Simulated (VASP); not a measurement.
# Te2Mo (P6_3/mmc) in VASP: a series of runs, part 2 of 2

VASP 6.6.1.

### Step 4. Single point, PBE+D3(BJ) (strain +0.0450 x Voigt [1, 1, 0, 0, 0, 0])

INCAR

```
SYSTEM = Te2Mo
PREC = Accurate
ENCUT = 520
EDIFF = 1E-7
ISMEAR = 0
SIGMA = 0.05
LREAL = .FALSE.
LASPH = .TRUE.
NELM = 80
ALGO = Normal
ISIF = 2
LWAVE = .FALSE.
LCHARG = .FALSE.
GGA = PE
IVDW = 12
NBANDS = 35
```

KPOINTS

```
Automatic mesh
0
G
  12 12 2
  0 0 0
```

POSCAR

```
Te2Mo
1.0
    3.6537392014      0.0000000000      0.0000000000
   -1.8268696007      3.1642309672      0.0000000000
    0.0000000000      0.0000000000     13.7008448353
Te Mo
4 2
Direct
    0.3333333333      0.6666666667      0.6173401526
    0.6666666667      0.3333333333      0.1173401526
    0.3333333333      0.6666666667      0.8826598474
    0.6666666667      0.3333333333      0.3826598474
    0.3333333333      0.6666666667      0.2500000000
    0.6666666667      0.3333333333      0.7500000000
```

Potentials or basis: VASP PAW PBE potentials, release 64 (Te, Mo_sv).

Command:

```sh
$ cat potpaw_PBE.64/Te/POTCAR potpaw_PBE.64/Mo_sv/POTCAR > POTCAR
$ mpirun -np 1 vasp_std > vasp.out
```

OUTCAR:

```text
SYSTEM = Te2Mo
   PREC = Accurate
   ENCUT = 520
   EDIFF = 1E-7
   ISMEAR = 0
   LREAL = .FALSE.
   LASPH = .TRUE.
   NELM = 80
   ISIF = 2
   GGA = PE
   IVDW = 12
 IVDW          = 12

 ion  position               nearest neighbor table
   1  0.333  0.667  0.617-   6 2.78   6 2.78   6 2.78   3 3.64
   2  0.667  0.333  0.117-   5 2.78   5 2.78   5 2.78   4 3.64
   3  0.333  0.667  0.883-   6 2.78   6 2.78   6 2.78   1 3.64
   4  0.667  0.333  0.383-   5 2.78   5 2.78   5 2.78   2 3.64
   5  0.333  0.667  0.250-   2 2.78   4 2.78   2 2.78   4 2.78   2 2.78   4 2.78
   6  0.667  0.333  0.750-   1 2.78   3 2.78   1 2.78   3 2.78   1 2.78   3 2.78

  LATTYP: Found a hexagonal cell.
 ALAT       =     3.6537392014
 C/A-ratio  =     3.7498146639

  Lattice vectors:

 A1 = (   3.6537392014,   0.0000000000,   0.0000000000)
 A2 = (  -1.8268696007,   3.1642309672,   0.0000000000)
 A3 = (   0.0000000000,   0.0000000000,  13.7008448353)

Analysis of symmetry for initial positions (statically):
=====================================================================
 Subroutine PRICEL returns:
 Original cell was already a primitive cell.

 Routine SETGRP: Setting up the symmetry group for a
 hexagonal supercell.

 Subroutine GETGRP returns: Found 24 space group operations
 (whereof 12 operations were pure point group operations)
 out of a pool of 24 trial point group operations.

The static configuration has the point symmetry D_3d.
 The point group associated with its full space group is D_6h.

Analysis of symmetry for dynamics (positions and initial velocities):
=====================================================================
 Subroutine PRICEL returns:
 Original cell was already a primitive cell.

 Routine SETGRP: Setting up the symmetry group for a
 hexagonal supercell.
[... 133 lines left out ...]
     AMIX     =   0.40;   BMIX     =  1.00
     AMIX_MAG =   1.60;   BMIX_MAG =  1.00
  volume/ion in A,a.u.               =      26.40       178.16
  Fermi-wavevector in a.u.,A,eV,Ry     =   1.129341  2.134144 17.353008  1.275410
  Thomas-Fermi vector in A             =   2.266034
   LORBIT       =      0    0 simple, 1 ext, 2 COOP (PROOUT), +10 PAW based schemes
   GGA     = PE    functional components
   LHFCALC =     F    Hartree Fock is set to
   AEXX    =    0.0000 exact exchange contribution
   IVDW    =    12    specifies the selected vdW correction
   LEPSILON=     F    determine dielectric tensor
   LRPA    =     F    only Hartree local field effects (RPA)
 non-spin polarized calculation
 Gauss-broadening in eV      SIGMA  =   0.05
  energy-cutoff  :      520.00
  volume of cell :      158.40
 maximum number of plane-waves:      4286
 NGX is ok and might be reduce to    28
   NGX = 13   NGY = 13   NGZ = 51

 number of electron      51.9999999 magnetization

 Free energy of the ion-electron system (eV)
  ---------------------------------------------------
  ext. energy  EPLUGINS =         0.00000000
  ---------------------------------------------------
  free energy    TOTEN  =       -35.84168419 eV

  energy without entropy =      -35.84168419  energy(sigma->0) =      -35.84168419

 E-fermi :   7.9551     XC(G=0): -10.2207

 val. band max:        7.6437646420   @ k =   0.0000   0.0000   0.5000
 cond. band min:       8.1974876976   @ k =   0.2500   0.1667   0.0000
 fundamental gap:      0.5537230556
 Fermi energy:         7.9550750720

 k-point     1 :       0.0000    0.0000    0.0000
  band No.  band energies     occupation
      1     -53.4821      2.00000
      2     -53.4821      2.00000
      3     -27.5691      2.00000
      4     -27.5691      2.00000
      5     -27.5317      2.00000
      6     -27.5317      2.00000
[... 901 lines left out ...]
     34      10.5541      0.00000
     35      12.3305      0.00000

 [... further k-points ...]

------------------------ aborting loop because EDIFF is reached ----------------------------------------

 Edisp (eV)   -3.04281

 E8    (eV) :    -1.4043

  FORCE on cell =-STRESS in cart. coord.  units (eV):
  Direction    XX          YY          ZZ          XY          YZ          ZX
  --------------------------------------------------------------------------------------
  -------------------------------------------------------------------------------------
  Total      -7.61226    -7.61226    -5.29747     0.00000     0.00000     0.00000
  in kB     -76.99650   -76.99650   -53.58289     0.00000     0.00000     0.00000
  external pressure =      -69.19 kB  Pullay stress =        0.00 kB

 VOLUME and BASIS-vectors are now :
 -----------------------------------------------------------------------------
  energy-cutoff  :      520.00
  volume of cell :      158.40
      direct lattice vectors                 reciprocal lattice vectors
     3.653739201  0.000000000  0.000000000     0.273692222  0.158016278  0.000000000
    -1.826869601  3.164230967  0.000000000     0.000000000  0.316032556  0.000000000
     0.000000000  0.000000000 13.700844835     0.000000000  0.000000000  0.072988200

 POSITION                                       TOTAL-FORCE (eV/Angst)
 -----------------------------------------------------------------------------------
     -0.00000      2.10949      8.45808         0.000000      0.000000      0.670854
      1.82687      1.05474      1.60766         0.000000     -0.000000      0.670854
     -0.00000      2.10949     12.09319         0.000000      0.000000     -0.670854
      1.82687      1.05474      5.24276         0.000000     -0.000000     -0.670854
     -0.00000      2.10949      3.42521        -0.000000      0.000000      0.000000
      1.82687      1.05474     10.27563         0.000000     -0.000000      0.000000
 -----------------------------------------------------------------------------------
    total drift:                                0.000000     -0.000000      0.000000

  FREE ENERGIE OF THE ION-ELECTRON SYSTEM (eV)
  ---------------------------------------------------
  free  energy   TOTEN  =       -38.8844910066 eV

  energy  without entropy=      -38.8844910066  energy(sigma->0) =      -38.88449101
```

OSZICAR:

```text
N       E                     dE             d eps       ncg     rms          rms(c)
DAV:   1     0.384009191109E+03    0.38401E+03   -0.26866E+04  3068   0.132E+03
DAV:   2    -0.160947064346E+02   -0.40010E+03   -0.38789E+03  3306   0.312E+02
DAV:   3    -0.367792923231E+02   -0.20685E+02   -0.20236E+02  3278   0.614E+01
DAV:   4    -0.372699947201E+02   -0.49070E+00   -0.48822E+00  3152   0.930E+00
DAV:   5    -0.372813493350E+02   -0.11355E-01   -0.11351E-01  3354   0.149E+00    0.186E+01
DAV:   6    -0.366826768880E+02    0.59867E+00   -0.81006E+00  2835   0.156E+01    0.964E+00
DAV:   7    -0.362815125747E+02    0.40116E+00   -0.69388E+00  2752   0.127E+01    0.601E+00
DAV:   8    -0.358543680637E+02    0.42714E+00   -0.84891E-01  2771   0.504E+00    0.247E+00
DAV:   9    -0.358487872044E+02    0.55809E-02   -0.25384E-01  2998   0.231E+00    0.101E+00
DAV:  10    -0.358415188018E+02    0.72684E-02   -0.35010E-02  2810   0.110E+00    0.429E-01
DAV:  11    -0.358417456374E+02   -0.22684E-03   -0.17839E-03  2949   0.202E-01    0.227E-01
DAV:  12    -0.358417270582E+02    0.18579E-04   -0.69957E-05  3143   0.391E-02    0.151E-01
DAV:  13    -0.358416832164E+02    0.43842E-04   -0.18955E-04  2895   0.740E-02    0.254E-02
DAV:  14    -0.358416841388E+02   -0.92233E-06   -0.11316E-05  3277   0.143E-02    0.261E-02
DAV:  15    -0.358416841881E+02   -0.49348E-07   -0.90655E-07  2518   0.399E-03
   1 F= -.38884491E+02 E0= -.38884491E+02  d E =-.805977E-13
```

It took 90 s on 1 thread of Intel Xeon Platinum 8481C at 2.70GHz (Sapphire Rapids), shared host; peak memory 0.38 GiB.

Results:

| Property | Result |
| --- | --- |
| Free energy | -38.8845 eV |
| Pressure | -6.9 GPa |
| Largest force | 0.671 eV/Å |
| Band gap on the k mesh | 0.55 eV, indirect (least direct gap 0.82 eV) |
| Dispersion energy per atom | -0.507 eV |

Forces in eV/Å, atoms in the order of the input:
```
Te   0.000  0.000  0.671
Te   0.000  0.000  0.671
Te   0.000  0.000 -0.671
Te   0.000  0.000 -0.671
Mo   0.000  0.000  0.000
Mo   0.000  0.000  0.000
```

Caveat: the cell differs from its parent crystal (strain +0.0450 x Voigt [1, 1, 0, 0, 0, 0]); spin-orbit coupling is left out, which moves the levels of the heavy elements.

### Step 5. Single point, PBE+D3(BJ) (strain +0.0525 x Voigt [1, 1, 0, 0, 0, 0])

INCAR

```
SYSTEM = Te2Mo
PREC = Accurate
ENCUT = 520
EDIFF = 1E-6
ISMEAR = 0
SIGMA = 0.05
LREAL = .False.
LASPH = .True.
NELM = 100
ALGO = Normal
ISIF = 2
LWAVE = .False.
LCHARG = .False.
GGA = PE
IVDW = 12
NBANDS = 35
```

KPOINTS

```
regular mesh
0
Gamma
  12 12 2
  0 0 0
```

POSCAR, as its differences from that of step 4:

```diff
@@ -2,4 +2,4 @@
 1.0
-    3.6537392014      0.0000000000      0.0000000000
-   -1.8268696007      3.1642309672      0.0000000000
+    3.6799622100      0.0000000000      0.0000000000
+   -1.8399811050      3.1869407589      0.0000000000
     0.0000000000      0.0000000000     13.7008448353
```

Potentials or basis: VASP PAW PBE potentials, release 64 (Te, Mo_sv).

Command:

```sh
$ cat potpaw_PBE.64/Te/POTCAR potpaw_PBE.64/Mo_sv/POTCAR > POTCAR
$ mpirun -np 1 vasp_std > vasp.out
```

OUTCAR:

```text
SYSTEM = Te2Mo
   PREC = Accurate
   ENCUT = 520
   EDIFF = 1E-6
   ISMEAR = 0
   LREAL = .False.
   LASPH = .True.
   NELM = 100
   ISIF = 2
   GGA = PE
   IVDW = 12
 IVDW          = 12

 ion  position               nearest neighbor table
   1  0.333  0.667  0.617-   6 2.80   6 2.80   6 2.80   3 3.64
   2  0.667  0.333  0.117-   5 2.80   5 2.80   5 2.80   4 3.64
   3  0.333  0.667  0.883-   6 2.80   6 2.80   6 2.80   1 3.64
   4  0.667  0.333  0.383-   5 2.80   5 2.80   5 2.80   2 3.64
   5  0.333  0.667  0.250-   2 2.80   4 2.80   2 2.80   4 2.80   2 2.80   4 2.80
   6  0.667  0.333  0.750-   1 2.80   3 2.80   1 2.80   3 2.80   1 2.80   3 2.80

  LATTYP: Found a hexagonal cell.
 ALAT       =     3.6799622100
 C/A-ratio  =     3.7230938943

  Lattice vectors:

 A1 = (   3.6799622100,   0.0000000000,   0.0000000000)
 A2 = (  -1.8399811050,   3.1869407589,   0.0000000000)
 A3 = (   0.0000000000,   0.0000000000,  13.7008448353)

Analysis of symmetry for initial positions (statically):
=====================================================================
 Subroutine PRICEL returns:
 Original cell was already a primitive cell.

 Routine SETGRP: Setting up the symmetry group for a
 hexagonal supercell.

 Subroutine GETGRP returns: Found 24 space group operations
 (whereof 12 operations were pure point group operations)
 out of a pool of 24 trial point group operations.

The static configuration has the point symmetry D_3d.
 The point group associated with its full space group is D_6h.

Analysis of symmetry for dynamics (positions and initial velocities):
=====================================================================
 Subroutine PRICEL returns:
 Original cell was already a primitive cell.

 Routine SETGRP: Setting up the symmetry group for a
 hexagonal supercell.
[... 133 lines left out ...]
     AMIX     =   0.40;   BMIX     =  1.00
     AMIX_MAG =   1.60;   BMIX_MAG =  1.00
  volume/ion in A,a.u.               =      26.78       180.72
  Fermi-wavevector in a.u.,A,eV,Ry     =   1.123969  2.123994 17.188330  1.263307
  Thomas-Fermi vector in A             =   2.260638
   LORBIT       =      0    0 simple, 1 ext, 2 COOP (PROOUT), +10 PAW based schemes
   GGA     = PE    functional components
   LHFCALC =     F    Hartree Fock is set to
   AEXX    =    0.0000 exact exchange contribution
   IVDW    =    12    specifies the selected vdW correction
   LEPSILON=     F    determine dielectric tensor
   LRPA    =     F    only Hartree local field effects (RPA)
 non-spin polarized calculation
 Gauss-broadening in eV      SIGMA  =   0.05
  energy-cutoff  :      520.00
  volume of cell :      160.68
 maximum number of plane-waves:      4352
 NGX is ok and might be reduce to    28
   NGX = 13   NGY = 13   NGZ = 51

 number of electron      51.9999999 magnetization

 Free energy of the ion-electron system (eV)
  ---------------------------------------------------
  ext. energy  EPLUGINS =         0.00000000
  ---------------------------------------------------
  free energy    TOTEN  =       -35.76877118 eV

  energy without entropy =      -35.76877118  energy(sigma->0) =      -35.76877118

 E-fermi :   7.7448     XC(G=0): -10.1532

 val. band max:        7.5043300021   @ k =   0.0000   0.0000   0.0000
 cond. band min:       7.9876049501   @ k =   0.3333   0.3333   0.0000
 fundamental gap:      0.4832749480
 Fermi energy:         7.7448092383

 k-point     1 :       0.0000    0.0000    0.0000
  band No.  band energies     occupation
      1     -53.6777      2.00000
      2     -53.6777      2.00000
      3     -27.7520      2.00000
      4     -27.7520      2.00000
      5     -27.7288      2.00000
      6     -27.7288      2.00000
[... 901 lines left out ...]
     34      10.3172      0.00000
     35      12.1152      0.00000

 [... further k-points ...]

------------------------ aborting loop because EDIFF is reached ----------------------------------------

 Edisp (eV)   -2.99937

 E8    (eV) :    -1.3846

  FORCE on cell =-STRESS in cart. coord.  units (eV):
  Direction    XX          YY          ZZ          XY          YZ          ZX
  --------------------------------------------------------------------------------------
  -------------------------------------------------------------------------------------
  Total      -8.68900    -8.68900    -6.01457     0.00000     0.00000     0.00000
  in kB     -86.63941   -86.63941   -59.97225     0.00000     0.00000     0.00000
  external pressure =      -77.75 kB  Pullay stress =        0.00 kB

 VOLUME and BASIS-vectors are now :
 -----------------------------------------------------------------------------
  energy-cutoff  :      520.00
  volume of cell :      160.68
      direct lattice vectors                 reciprocal lattice vectors
     3.679962210  0.000000000  0.000000000     0.271741921  0.156890271  0.000000000
    -1.839981105  3.186940759  0.000000000     0.000000000  0.313780542  0.000000000
     0.000000000  0.000000000 13.700844835     0.000000000  0.000000000  0.072988200

 POSITION                                       TOTAL-FORCE (eV/Angst)
 -----------------------------------------------------------------------------------
     -0.00000      2.12463      8.45808        -0.000000     -0.000000      0.763332
      1.83998      1.06231      1.60766         0.000000      0.000000      0.763332
     -0.00000      2.12463     12.09319         0.000000      0.000000     -0.763332
      1.83998      1.06231      5.24276         0.000000      0.000000     -0.763332
     -0.00000      2.12463      3.42521         0.000000     -0.000000      0.000000
      1.83998      1.06231     10.27563        -0.000000      0.000000      0.000000
 -----------------------------------------------------------------------------------
    total drift:                               -0.000000      0.000000     -0.000000

  FREE ENERGIE OF THE ION-ELECTRON SYSTEM (eV)
  ---------------------------------------------------
  free  energy   TOTEN  =       -38.7681398755 eV

  energy  without entropy=      -38.7681398755  energy(sigma->0) =      -38.76813988
```

Run time: 92 s. Hardware: 1 thread of Intel Xeon Platinum 8481C at 2.70GHz (Sapphire Rapids), shared host; peak memory 0.39 GiB.

Results:

| Property | Result |
| --- | --- |
| Free energy | -38.7681 eV |
| Pressure | -7.8 GPa |
| Largest force | 0.763 eV/Å |
| Band gap on the k mesh | 0.48 eV, indirect (least direct gap 0.79 eV) |
| Dispersion energy per atom | -0.500 eV |

Forces on the atoms (eV/Å):
```
Te   0.000  0.000  0.763
Te   0.000  0.000  0.763
Te   0.000  0.000 -0.763
Te   0.000  0.000 -0.763
Mo   0.000  0.000  0.000
Mo   0.000  0.000  0.000
```

Stress tensor (GPa, compression positive):
```
-8.66  0.00  0.00
 0.00 -8.66  0.00
 0.00  0.00 -6.00
```

Levels at points of the mesh, in eV from the valence-band top:
```
           k point  band 23  band 24  band 25  band 26  band 27  band 28  band 29  band 30
(0.00, 0.00, 0.00)    -1.29    -0.92    -0.03     0.00     2.14     2.14     2.29     2.29
(0.50, 0.00, 0.00)    -1.13    -1.13    -0.97    -0.75     0.74     0.83     1.00     1.23
(0.00, 0.00, 0.50)    -1.32    -1.32    -0.01    -0.01     2.17     2.17     2.17     2.17
(0.50, 0.00, 0.50)    -1.02    -1.02    -0.94    -0.94     0.78     0.78     1.13     1.13
```

Caveat: the cell differs from its parent crystal (strain +0.0525 x Voigt [1, 1, 0, 0, 0, 0]); spin-orbit coupling is left out, which moves the levels of the heavy elements.

### Step 6. Summary

| cell | gap on the mesh (eV) | pressure (GPa) | largest force (eV/Å) |
| --- | --- | --- | --- |
| a = 3.601, b = 3.601, c = 13.701 Å, angles 90.0, 90.0, 120.0°, 6 atoms | 0.58 | -5.0 | 0.47 |
| a = 3.654, b = 3.654, c = 13.701 Å, angles 90.0, 90.0, 120.0°, 6 atoms | 0.55 | -6.9 | 0.67 |
| a = 3.680, b = 3.680, c = 13.701 Å, angles 90.0, 90.0, 120.0°, 6 atoms | 0.48 | -7.8 | 0.76 |

Alike in all rows: task single point; level PBE+D3(BJ); potentials or basis VASP PAW PBE potentials, release 64 (Te, Mo_sv); no spin polarisation; k mesh 12 × 12 × 2; cutoff (eV) 520; smearing gaussian 0.05 eV.

Caveats: spin-orbit coupling is left out, which moves the levels of the heavy elements.

Absolute energies hang on the potentials; compare differences alone.
